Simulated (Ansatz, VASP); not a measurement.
## In: VASP beside Ansatz

```
In
1.0
     3.40090    0.00000    0.00000
    -1.70045    2.94527    0.00000
     0.00000    0.00000    5.61719
In
2
Direct
  0.66667 0.33333 0.75000
  0.33333 0.66667 0.25000
```

Alike in both runs: task single point; functional PBE0; k mesh 4 × 4 × 4; occupations fermi-dirac, width 0.05 eV; no spin polarisation.

|  | VASP | Ansatz |
| --- | --- | --- |
| version | VASP 6.6.1 | Ansatz 0.2.0 |
| potentials or method | VASP PAW PBE potentials, release 64 (In_d) | Ansatz PAW |
| plane-wave cutoff (eV) | 520 | 420 |
| valence electrons in the cell | 26 | 26 |

Ansatz gave:

| Property | Result |
| --- | --- |
| gap on the k mesh at the Fermi level (eV) | none |
| pressure (GPa) | 0.2 |
| traceless stress, the component that is largest in VASP (GPa) | -2.84 |

Question: Estimate VASP's values.

Answer: gap on the k mesh at the Fermi level (eV): none; pressure (GPa): 0.0; traceless stress, the component that is largest in VASP (GPa): -3.10.

A gap of «none» marks a metal or a gap that the smearing closes.

The k mesh is coarse, so the values compare programs but aren't converged.
